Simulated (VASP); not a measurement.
# NaCl (I4/mmm) in VASP: a series of runs

Runs on NaCl. Level: PBE. Tasks: single point.

All numbers are computed with VASP 6.6.1; they aren't measurements. Logs are shortened: lines on timing, memory, paths and dates and some standing lists are left out, and cuts for length are marked.

### 1 The cell of the first run

The structure is tetragonal, space group I4/mmm (No. 139). Conventional cell: a = 3.941 Å, b = 3.941 Å, c = 5.845 Å, α = 90.00°, β = 90.00°, γ = 90.00°. Within 3.7 Å of Na (site symmetry 4/mmm) lie 6 Cl at 2.79 to 2.92 Å. Cl (site symmetry 4/mmm) has 6 Na at 2.79 to 2.92 Å within 3.7 Å.

### 2 Single point, PBE

INCAR reads:

```
PREC = Accurate
ENCUT = 500
EDIFF = 1E-6
ISMEAR = 0
SIGMA = 0.1
LREAL = F
LASPH = T
NELM = 120
ALGO = Normal
ISIF = 2
LWAVE = F
LCHARG = F
GGA = PE
NBANDS = 22
GGA_COMPAT = F
```

KPOINTS reads:

```
Automatic mesh
0
Gamma
  4 4 4
```

POSCAR reads:

```
NaCl
1.0
    3.9414114873      0.0000000000      0.0000000000
    0.0000000000      3.9414114873      0.0000000000
    0.0000000000      0.0000000000      5.8454014706
Na Cl
2 2
Direct
    0.0000000000      0.0000000000      0.0000000000
    0.5000000000      0.5000000000      0.5000000000
    0.5000000000      0.5000000000      0.0000000000
    0.0000000000      0.0000000000      0.5000000000
```

Potentials or basis: VASP PAW PBE potentials, release 64 (Na_pv, Cl).

Launch:

```bash
> cat potpaw_PBE.64/Na_pv/POTCAR potpaw_PBE.64/Cl/POTCAR > POTCAR
> mpirun -np 1 vasp_std > vasp.out
```

OUTCAR:

```text
PREC = Accurate
   ENCUT = 500
   EDIFF = 1E-6
   ISMEAR = 0
   LREAL = F
   LASPH = T
   NELM = 120
   ISIF = 2
   GGA = PE

 ion  position               nearest neighbor table
   1  0.000  0.000  0.000-
   2  0.500  0.500  0.500-
   3  0.500  0.500  0.000-
   4  0.000  0.000  0.500-

  LATTYP: Found a simple tetragonal cell.
 ALAT       =     3.9414114873
 C/A-ratio  =     1.4830731299

  Lattice vectors:

 A1 = (   3.9414114873,   0.0000000000,   0.0000000000)
 A2 = (   0.0000000000,   3.9414114873,   0.0000000000)
 A3 = (   0.0000000000,   0.0000000000,   5.8454014706)

Analysis of symmetry for initial positions (statically):
=====================================================================
 Subroutine PRICEL returns following result:

  LATTYP: Found a body centered tetragonal cell.
 ALAT       =     3.9414114873
 C/A-ratio  =     1.4830731299

  Lattice vectors:

 A1 = (   1.9707057436,  -1.9707057436,  -2.9227007353)
 A2 = (  -1.9707057436,   1.9707057436,  -2.9227007353)
 A3 = (   1.9707057436,   1.9707057436,   2.9227007353)

   2 primitive cells build up your supercell.

 Routine SETGRP: Setting up the symmetry group for a
 simple tetragonal supercell.

 Subroutine GETGRP returns: Found 16 space group operations
 (whereof 16 operations were pure point group operations)
 out of a pool of 16 trial point group operations.

The static configuration has the point symmetry D_4h.

Analysis of symmetry for dynamics (positions and initial velocities):
=====================================================================
 Subroutine PRICEL returns following result:

  LATTYP: Found a body centered tetragonal cell.
 ALAT       =     3.9414114873
 C/A-ratio  =     1.4830731299

  Lattice vectors:

 A1 = (   1.9707057436,  -1.9707057436,  -2.9227007353)
 A2 = (  -1.9707057436,   1.9707057436,  -2.9227007353)
 A3 = (   1.9707057436,   1.9707057436,   2.9227007353)

   2 primitive cells build up your supercell.

 Routine SETGRP: Setting up the symmetry group for a
[... 89 lines left out ...]
 SYSTEM =  unknown system
   PREC   = accura    normal or accurate (medium, high low for compatibility)
   ISTART =      0    job   : 0-new  1-cont  2-samecut
   ICHARG =      2    charge: 1-file 2-atom 10-const
   ISPIN  =      1    spin polarized calculation?
   LNONCOLLINEAR =      F non collinear calculations
   LSORBIT =      F    spin-orbit coupling
   LASPH  =      T    aspherical Exc in radial PAW
   ENCUT  =  500.0 eV  36.75 Ry    6.06 a.u.   7.19  7.19 10.66*2*pi/ulx,y,z
   NELM   =    120;   NELMIN=  2; NELMDL= -5     # of ELM steps
   EDIFF  = 0.1E-05   stopping-criterion for ELM
   LREAL  =      F    real-space projection
   EDIFFG = 0.1E-04   stopping-criterion for IOM
   NSW    =      0    number of steps for IOM
   IBRION =     -1    ionic relax: 0-MD 1-quasi-New 2-CG
   NFREE  =      0    steps in history (QN), initial steepest desc. (CG)
   ISIF   =      2    stress and relaxation
   ISYM   =      2    0-nonsym 1-usesym 2-fastsym
   POTIM  = 0.5000    time-step for ionic-motion
   TEBEG  =    0.0;   TEEND  =   0.0 temperature during run
   PSTRESS=    0.0 pullay stress
   NELECT =      28.0000    total number of electrons
   NUPDOWN=      -1.0000    fix difference up-down
   EMIN   =  10.00;   EMAX   =-10.00  energy-range for DOS
   EFERMI =   0.00;   METHOD = LEGACY
   ISMEAR =     0;   SIGMA  =   0.10  broadening in eV -4-tet -1-fermi 0-gaus
   EFERMI_NEDOS =   21; number of points for ismear=-14 and -15
   IALGO  =     38    algorithm
   IMIX   =      4    mixing-type and parameters
     AMIX     =   0.40;   BMIX     =  1.00
     AMIX_MAG =   1.60;   BMIX_MAG =  1.00
  volume/ion in A,a.u.               =      22.70       153.20
  Fermi-wavevector in a.u.,A,eV,Ry     =   1.105999  2.090036 16.643117  1.223235
  Thomas-Fermi vector in A             =   2.242494
   LORBIT       =      0    0 simple, 1 ext, 2 COOP (PROOUT), +10 PAW based schemes
   GGA     = PE    functional components
   LHFCALC =     F    Hartree Fock is set to
   AEXX    =    0.0000 exact exchange contribution
   IVDW    =     0    specifies the selected vdW correction
   LEPSILON=     F    determine dielectric tensor
   LRPA    =     F    only Hartree local field effects (RPA)
 non-spin polarized calculation
 Gauss-broadening in eV      SIGMA  =   0.10
  energy-cutoff  :      500.00
  volume of cell :       90.81
 maximum number of plane-waves:      2326
 NGX is ok and might be reduce to    30
   NGX = 15   NGY = 15   NGZ = 21

 number of electron      28.0000008 magnetization

 Free energy of the ion-electron system (eV)
  ---------------------------------------------------
  ext. energy  EPLUGINS =         0.00000000
  ---------------------------------------------------
  free energy    TOTEN  =       -13.53582030 eV

  energy without entropy =      -13.53582030  energy(sigma->0) =      -13.53582030

 E-fermi :  -0.3693     XC(G=0):  -8.1109

 val. band max:       -0.7829198056   @ k =   0.0000   0.0000   0.0000
 cond. band min:       4.2592157993   @ k =   0.0000   0.0000   0.0000
 fundamental gap:      5.0421356049
 Fermi energy:        -0.3693290657

 k-point     1 :       0.0000    0.0000    0.0000
  band No.  band energies     occupation
      1     -21.6635      2.00000
      2     -21.6455      2.00000
      3     -21.6437      2.00000
      4     -21.6437      2.00000
      5     -21.6372      2.00000
      6     -21.6372      2.00000
[... 439 lines left out ...]
     21      10.2773      0.00000
     22      10.2773      0.00000

------------------------ aborting loop because EDIFF is reached ----------------------------------------

  FORCE on cell =-STRESS in cart. coord.  units (eV):
  Direction    XX          YY          ZZ          XY          YZ          ZX
  --------------------------------------------------------------------------------------
  -------------------------------------------------------------------------------------
  Total        0.6276026      0.6276026     -0.3663665      0.0000000      0.0000000      0.0000000
  in kB       11.0733091     11.0733091     -6.4641047      0.0000000      0.0000000      0.0000000
  external PRESSURE =       5.2275045 kB  Pullay stress =       0.0000000 kB

 VOLUME and BASIS-vectors are now :
 -----------------------------------------------------------------------------
  energy-cutoff  :      500.00
  volume of cell :       90.81
      direct lattice vectors                 reciprocal lattice vectors
     3.941411487  0.000000000  0.000000000     0.253716214  0.000000000  0.000000000
     0.000000000  3.941411487  0.000000000     0.000000000  0.253716214  0.000000000
     0.000000000  0.000000000  5.845401471     0.000000000  0.000000000  0.171074648

 POSITION                                       TOTAL-FORCE (eV/Angst)
 -----------------------------------------------------------------------------------
      0.00000      0.00000      0.00000        -0.000000     -0.000000     -0.000000
      1.97071      1.97071      2.92270         0.000000      0.000000      0.000000
      1.97071      1.97071      0.00000        -0.000000     -0.000000     -0.000000
      0.00000      0.00000      2.92270        -0.000000     -0.000000     -0.000000
 -----------------------------------------------------------------------------------
    total drift:                                0.000000      0.000000      0.000000

  FREE ENERGIE OF THE ION-ELECTRON SYSTEM (eV)
  ---------------------------------------------------
  free  energy   TOTEN  =       -13.5358202959 eV

  energy  without entropy=      -13.5358202958  energy(sigma->0) =      -13.53582030
```

Wall time 40 s (1 thread of Intel Xeon 8259CL, shared host); peak memory 0.19 GiB.

Results:

```yaml
Free_energy: -13.5358 eV
Pressure: 0.5 GPa
Band_gap_on_the_k_mesh: 5.04 eV
```

Stress tensor (GPa, compression positive):
```
 1.11  0.00  0.00
 0.00  1.11  0.00
 0.00  0.00 -0.65
```

Levels at points of the mesh, in eV from the valence-band top:
```csv
k point,band 11,band 12,band 13,band 14,band 15,band 16,band 17,band 18
"(0.00, 0.00, 0.00)",-0.54,-0.03,-0.03,0.00,5.04,7.50,8.19,10.86
"(0.50, 0.00, 0.00)",-0.77,-0.77,-0.25,-0.25,8.16,8.16,9.48,9.48
"(0.50, 0.50, 0.00)",-0.71,-0.71,-0.56,-0.56,7.49,7.49,8.02,8.02
"(0.00, 0.00, 0.50)",-0.30,-0.30,-0.30,-0.30,6.94,6.94,9.14,9.14
"(0.50, 0.00, 0.50)",-0.31,-0.31,-0.25,-0.25,7.23,7.23,10.50,10.50
"(0.50, 0.50, 0.50)",-1.22,-1.22,-0.68,-0.68,8.66,8.66,9.63,9.63
```

### 3 Single point, PBE

This run uses another cell than the first one, of 22.35 Å³/atom.

INCAR reads:

```
PREC = Accurate
ENCUT = 500
EDIFF = 1E-6
ISMEAR = 0
SIGMA = 0.02
LREAL = False
LASPH = True
NELM = 120
ALGO = Normal
ISIF = 2
LWAVE = False
LCHARG = True
GGA = PE
LELF = True
LVHAR = True
NBANDS = 22
GGA_COMPAT = False
```

KPOINTS reads:

```
regular mesh
0
Gamma
  6 6 4
```

Changes to POSCAR since step 2:

```diff
@@ -4,3 +4,3 @@
     0.0000000000      3.9414114873      0.0000000000
-    0.0000000000      0.0000000000      5.8454014706
+    0.0000000000      0.0000000000      5.7556410732
 Na Cl
```

Potentials or basis: VASP PAW PBE potentials, release 64 (Na_pv, Cl).

Launch:

```bash
> cat potpaw_PBE.64/Na_pv/POTCAR potpaw_PBE.64/Cl/POTCAR > POTCAR
> mpirun -np 1 vasp_std > vasp.out
```

Wall time 55 s (1 thread of Intel Xeon 8259CL, shared host); peak memory 0.2 GiB.

It converged, with:

| Quantity | Value |
| --- | --- |
| Free energy | -13.5396 eV |
| Pressure | 0.9 GPa |
| Band gap on the k mesh | 5.11 eV |

Stress tensor (GPa, compression positive):
```
 1.29  0.00  0.00
 0.00  1.29  0.00
 0.00  0.00 -0.02
```

Levels at points of the mesh, in eV from the valence-band top:
| k point | band 10 | band 11 | band 12 | band 13 | band 14 | band 15 | band 16 | band 17 | band 18 | band 19 |
| --- | --- | --- | --- | --- | --- | --- | --- | --- | --- | --- |
| (0.00, 0.00, 0.00) | -0.57 | -0.57 | -0.02 | -0.02 | 0.00 | 5.11 | 7.55 | 8.14 | 10.95 | 11.12 |
| (0.50, 0.00, 0.00) | -1.52 | -0.79 | -0.79 | -0.26 | -0.26 | 8.23 | 8.23 | 9.58 | 9.58 | 10.01 |
| (0.50, 0.50, 0.00) | -1.67 | -0.68 | -0.68 | -0.58 | -0.58 | 7.53 | 7.53 | 8.03 | 8.03 | 11.43 |
| (0.00, 0.00, 0.50) | -1.06 | -0.31 | -0.31 | -0.31 | -0.31 | 7.04 | 7.04 | 9.13 | 9.13 | 10.67 |
| (0.50, 0.00, 0.50) | -1.95 | -0.30 | -0.30 | -0.26 | -0.26 | 7.26 | 7.26 | 10.63 | 10.63 | 10.82 |
| (0.50, 0.50, 0.50) | -1.23 | -1.23 | -1.23 | -0.72 | -0.72 | 8.76 | 8.76 | 9.68 | 9.68 | 9.68 |

### 4 Single point, PBE

This run uses another cell than the first one, of 22.35 Å³/atom.

INCAR reads:

```
SYSTEM = NaCl
PREC = Accurate ; ENCUT = 500
EDIFF = 1E-6 ; ISMEAR = 0
SIGMA = 0.02 ; LREAL = .FALSE.
LASPH = .TRUE. ; NELM = 120
ALGO = Normal ; ISIF = 2
LWAVE = .FALSE. ; LCHARG = .FALSE.
GGA = PE ; NBANDS = 22
GGA_COMPAT = .FALSE.
```

KPOINTS reads:

```
regular mesh
0
G
  6 6 4
  0 0 0
```

POSCAR is that of step 3.

Launch:

```bash
> cat potpaw_PBE.64/Na_pv/POTCAR potpaw_PBE.64/Cl/POTCAR > POTCAR
> mpirun -np 1 vasp_std > vasp.out
```

Wall time 60 s (1 thread of Intel Xeon 8259CL, shared host); peak memory 0.2 GiB.

It converged, with:

```yaml
Free_energy: -13.5396 eV
Pressure: 0.9 GPa
Band_gap_on_the_k_mesh: 5.11 eV
```

Stress tensor (GPa, compression positive):
```
 1.29  0.00  0.00
 0.00  1.29  0.00
 0.00  0.00 -0.02
```

Levels at points of the mesh, in eV from the valence-band top:
| k point | band 10 | band 11 | band 12 | band 13 | band 14 | band 15 | band 16 | band 17 | band 18 | band 19 |
| --- | --- | --- | --- | --- | --- | --- | --- | --- | --- | --- |
| (0.00, 0.00, 0.00) | -0.57 | -0.57 | -0.02 | -0.02 | 0.00 | 5.11 | 7.55 | 8.14 | 10.95 | 11.12 |
| (0.50, 0.00, 0.00) | -1.52 | -0.79 | -0.79 | -0.26 | -0.26 | 8.23 | 8.23 | 9.58 | 9.58 | 10.01 |
| (0.50, 0.50, 0.00) | -1.67 | -0.68 | -0.68 | -0.58 | -0.58 | 7.53 | 7.53 | 8.03 | 8.03 | 11.43 |
| (0.00, 0.00, 0.50) | -1.06 | -0.31 | -0.31 | -0.31 | -0.31 | 7.04 | 7.04 | 9.13 | 9.13 | 10.67 |
| (0.50, 0.00, 0.50) | -1.95 | -0.30 | -0.30 | -0.26 | -0.26 | 7.26 | 7.26 | 10.63 | 10.63 | 10.82 |
| (0.50, 0.50, 0.50) | -1.23 | -1.23 | -1.23 | -0.72 | -0.72 | 8.76 | 8.76 | 9.68 | 9.68 | 9.68 |

### 5 Single point, PBE

INCAR reads:

```
PREC = Accurate
ENCUT = 500
EDIFF = 1E-6
ISMEAR = 0
SIGMA = 0.02
LREAL = False
LASPH = True
NELM = 120
ALGO = Normal
ISIF = 2
LWAVE = False
LCHARG = True
GGA = PE
LELF = True
LVHAR = True
NBANDS = 22
GGA_COMPAT = False
```

KPOINTS reads:

```
Automatic mesh
0
Gamma
  6 6 4
```

Changes to POSCAR since step 4:

```diff
@@ -4,3 +4,3 @@
     0.0000000000      3.9414114873      0.0000000000
-    0.0000000000      0.0000000000      5.7556410732
+    0.0000000000      0.0000000000      5.8454014706
 Na Cl
```

Launch:

```bash
> cat potpaw_PBE.64/Na_pv/POTCAR potpaw_PBE.64/Cl/POTCAR > POTCAR
> mpirun -np 1 vasp_std > vasp.out
```

It took 64 s on 1 thread of Intel Xeon 8259CL, shared host; peak memory 0.21 GiB.

The run converged. Its results:

```yaml
Free_energy: -13.5372 eV
Pressure: 0.5 GPa
Band_gap_on_the_k_mesh: 5.04 eV
```

Stress tensor (GPa, compression positive):
```
 1.09  0.00  0.00
 0.00  1.09  0.00
 0.00  0.00 -0.64
```

Levels at points of the mesh, in eV from the valence-band top:
```tsv
k point	band 10	band 11	band 12	band 13	band 14	band 15	band 16	band 17	band 18	band 19
(0.00, 0.00, 0.00)	-0.54	-0.54	-0.03	-0.03	0.00	5.04	7.50	8.19	10.86	10.91
(0.50, 0.00, 0.00)	-1.52	-0.77	-0.77	-0.25	-0.25	8.16	8.16	9.48	9.48	9.97
(0.50, 0.50, 0.00)	-1.64	-0.71	-0.71	-0.56	-0.56	7.49	7.49	8.02	8.02	11.36
(0.00, 0.00, 0.50)	-1.03	-0.30	-0.30	-0.30	-0.30	6.94	6.94	9.14	9.14	10.53
(0.50, 0.00, 0.50)	-1.91	-0.31	-0.31	-0.25	-0.25	7.23	7.23	10.50	10.50	10.71
(0.50, 0.50, 0.50)	-1.22	-1.22	-1.22	-0.68	-0.68	8.66	8.66	9.63	9.63	9.63
```

### 6 Summary

| cell | k mesh | smearing | gap on the mesh (eV) | pressure (GPa) |
| --- | --- | --- | --- | --- |
| a = 3.941, b = 3.941, c = 5.845 Å, 4 atoms | 4 × 4 × 4 | gaussian 0.1 eV | 5.04 | 0.5 |
| a = 3.941, b = 3.941, c = 5.756 Å, 4 atoms | 6 × 6 × 4 | gaussian 0.02 eV | 5.11 | 0.9 |
| a = 3.941, b = 3.941, c = 5.845 Å, 4 atoms | 6 × 6 × 4 | gaussian 0.02 eV | 5.04 | 0.5 |

Alike in all rows: task single point; level PBE; potentials or basis VASP PAW PBE potentials, release 64 (Na_pv, Cl); no spin polarisation; cutoff (eV) 500.

Total energies depend on the potentials used, so only differences within one code and one set of settings carry meaning.
